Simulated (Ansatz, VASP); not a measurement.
**One calculation of Se, two programs**

File INCAR:

```
SYSTEM = Se
PREC     = Accurate       ! precision mode
ENCUT    = 500            ! plane-wave cutoff, eV
EDIFF    = 1E-6           ! SCF threshold, eV
ISMEAR   = -1             ! smearing method
SIGMA    = 0.05           ! smearing width, eV
LREAL    = .FALSE.        ! projectors in reciprocal space
LASPH    = .TRUE.         ! aspherical terms in the spheres
NELM     = 120            ! most SCF steps
ALGO     = Normal         ! electronic algorithm
ISIF     = 2              ! what is computed and relaxed
LWAVE    = .FALSE.        ! write WAVECAR
LCHARG   = .FALSE.        ! write CHGCAR
GGA      = PS             ! functional
NBANDS   = 9              ! bands
GGA_COMPAT= .FALSE.
```

The input KPOINTS:

```
Automatic mesh
0
G
  10 10 10
  0 0 0
```

File POSCAR:

```
Se
1.0
   -1.6847518845      1.6847518845      1.6847518845
    1.6847518845     -1.6847518845      1.6847518845
    1.6847518845      1.6847518845     -1.6847518845
Se
1
Direct
    0.0000000000      0.0000000000      0.0000000000
```

Input for Ansatz:

```yaml
crystal:
  lattice:
    - [-1.6847518844795217, 1.6847518844795226, 1.6847518844795222]
    - [1.684751884479523, -1.6847518844795226, 1.684751884479522]
    - [1.684751884479523, 1.6847518844795226, -1.684751884479522]
  atoms:
    - { symbol: Se, position: [3.706207318600594e-35, -6.471427461889642e-35, -5.336991999892095e-34] }
basis:
  ecutwfc: 517.016338673772
kpoints:
  mp_grid:
    grid: [10, 10, 10]
hamiltonian:
  xc: pbesol
scf:
  occupations:
    method: fermi_dirac
    width: 0.05
output:
  forces: true
  stress: true
```

Alike in both runs: task single point; functional PBEsol; k mesh 10 × 10 × 10; occupations fermi-dirac, width 0.05 eV; no spin polarisation.

```csv
,VASP,Ansatz
version,VASP 6.6.1,Ansatz 0.2.0
potentials or method,"VASP PAW PBE potentials, release 64 (Se), cutoff 500 eV","plane waves, PAW"
valence electrons in the cell,6,16
```

Ansatz gave:

* pressure (GPa): 0.3

Q: Estimate VASP's values.

A: Pressure (GPa): 0.4.

VASP's potentials were made for PBE, not for PBEsol. The functional is the same, so the differences come from potentials, cutoffs and numerics. VASP's potentials hold 6 valence electrons a cell and Ansatz's 16, so a difference there can come from the potentials and not from the codes.
